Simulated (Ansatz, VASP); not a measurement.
Si: VASP beside Ansatz

Contents of INCAR:

```
SYSTEM = Si
ALGO     = Normal         ! electronic algorithm
EDIFF    = 1E-7           ! SCF threshold, eV
EDIFFG   = -0.025         ! ionic threshold
ENCUT    = 600            ! plane-wave cutoff, eV
GGA      = PE             ! functional
IBRION   = 2              ! ionic algorithm
ISIF     = 3              ! what is computed and relaxed
ISMEAR   = 0              ! smearing method
LASPH    = .TRUE.         ! aspherical terms in the spheres
LCHARG   = .FALSE.        ! write CHGCAR
LREAL    = .FALSE.        ! projectors in reciprocal space
LWAVE    = .FALSE.        ! write WAVECAR
NELM     = 100            ! most SCF steps
NSW      = 80             ! ionic steps
PREC     = Accurate       ! precision mode
SIGMA    = 0.1            ! smearing width, eV
```

The input KPOINTS:

```
k-points
0
G
  6 6 1
  0 0 0
```

Contents of POSCAR:

```
Si
1.0
    3.8309817556     -0.0579824608     -0.0369224139
   -1.9657051618      3.3379145472     -0.0048989241
   -0.1815505746     -0.1326331807     18.5500182128
Si
12
Direct
   -0.0040551631      0.0120510539      0.8164550640
   -0.0014372447      0.0015753758      0.3073349509
    0.3226988001      0.6564600550      0.9773221989
    0.6893316368      0.3289694303      0.4789302572
    0.3380890129      0.6821612143      0.6459835472
    0.6613636887      0.3237593971      0.1399506577
   -0.0221574862     -0.0151201191      0.6876433192
   -0.0095405876      0.0080224662      0.1895662086
    0.3177049531      0.6522390083      0.8584522917
    0.6826926450      0.3159339663      0.3572331086
    0.3334481090      0.6717886467      0.5214231430
    0.6918616359      0.3621595053      0.0197052530
```

Input for Ansatz:

```yaml
crystal:
  lattice:
    - [3.8309817556, -0.0579824608, -0.0369224139]
    - [-1.9657051618, 3.3379145472, -0.0048989241]
    - [-0.1815505746, -0.1326331807, 18.5500182128]
  atoms:
    - { symbol: Si, position: [-0.0040551631, 0.0120510539, 0.816455064] }
    - { symbol: Si, position: [-0.0014372447, 0.0015753758, 0.3073349509] }
    - { symbol: Si, position: [0.3226988001, 0.656460055, 0.9773221989] }
    - { symbol: Si, position: [0.6893316368, 0.3289694303, 0.4789302572] }
    - { symbol: Si, position: [0.3380890129, 0.6821612143, 0.6459835472] }
    - { symbol: Si, position: [0.6613636887, 0.3237593971, 0.1399506577] }
    - { symbol: Si, position: [-0.0221574862, -0.0151201191, 0.6876433192] }
    - { symbol: Si, position: [-0.0095405876, 0.0080224662, 0.1895662086] }
    - { symbol: Si, position: [0.3177049531, 0.6522390083, 0.8584522917] }
    - { symbol: Si, position: [0.682692645, 0.3159339663, 0.3572331086] }
    - { symbol: Si, position: [0.333448109, 0.6717886467, 0.521423143] }
    - { symbol: Si, position: [0.6918616359, 0.3621595053, 0.019705253] }
basis:
  ecutwfc: 420
kpoints:
  mp_grid: { grid: [6, 6, 1] }
hamiltonian:
  xc: pbe
scf:
  occupations: { method: gaussian, width: 0.1 }
  lower_state_search: "off"
output:
  forces: true
  stress: true
  eigenvalues: true
relax:
  adjacent_minimum: "off"
  f_tol: 0.025
  max_steps: 60
  cell: { stress_tol: 0.25 }
```

Change from the starting cell: cell x1, atoms moved at random (sigma 0.05 Å) and cell strained at random (1.5 %), then relaxed without symmetry.

Alike in both runs: task relaxation of cell and atoms; functional PBE; k mesh 6 × 6 × 1; occupations gaussian, width 0.1 eV; no spin polarisation.

|  | VASP | Ansatz |
| --- | --- | --- |
| version | VASP 6.6.1 | Ansatz 0.2.0 |
| potentials or method | VASP PAW PBE potentials, release 64 (Si), cutoff 600 eV | scalar-relativistic, plane waves, PAW |
| valence electrons in the cell | 48 | 48 |

Ansatz gave:

| Quantity | Value |
| --- | --- |
| gap on the k mesh at the Fermi level, each at its own relaxed structure (eV) | 0.61 |
| relaxed volume (Å³/atom) | 20.45 |
| relaxed length of the cell vector where the two differ most in proportion (Å) | 3.865 |

Estimate VASP's values.

gap on the k mesh at the Fermi level, each at its own relaxed structure (eV): 0.60; relaxed volume (Å³/atom): 20.43; relaxed length of the cell vector where the two differ most in proportion (Å): 3.863.
